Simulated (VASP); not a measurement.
Here is a VASP 6.6.1 calculation.

File INCAR:

```
SYSTEM = MgO
PREC = Accurate
ENCUT = 520
EDIFF = 1E-6
ISMEAR = 0
SIGMA = 0.05
LREAL = .FALSE.
LASPH = .TRUE.
NELM = 100
ALGO = Normal
ISIF = 2
LWAVE = .FALSE.
LCHARG = .FALSE.
GGA = PS
NBANDS = 11
```

KPOINTS

```
regular mesh
0
G
  10 10 10
  0 0 0
```

Contents of POSCAR:

```
MgO
1.0
    0.0000000000      2.1075959641      2.1075959641
    2.1075959641      0.0000000000      2.1075959641
    2.1075959641      2.1075959641      0.0000000000
Mg O
1 1
Direct
   -0.0126180202      0.0126180202      0.0378540607
    0.5191687594      0.4808312406      0.4424937217
```

Potentials or basis: VASP PAW PBE potentials, release 64 (Mg, O).

The run is started by

```console
$ cat potpaw_PBE.64/Mg/POTCAR potpaw_PBE.64/O/POTCAR > POTCAR
$ mpirun -np 1 vasp_std > vasp.out
```

(1) What does it give for the largest force?

(2) Estimate the pressure.

(3) Predict the band gap on the k mesh.

## Answers

(1) 2.193 eV/Å.

(2) 8.6 GPa.

(3) 4.58 eV, direct.

Caveat: the cell differs from its parent crystal (mode 4 frozen in at -0.162 Å and mode 5 at -0.081 Å (largest displacements)); the PAW data sets were made with another functional, which shifts forces and pressure a little.
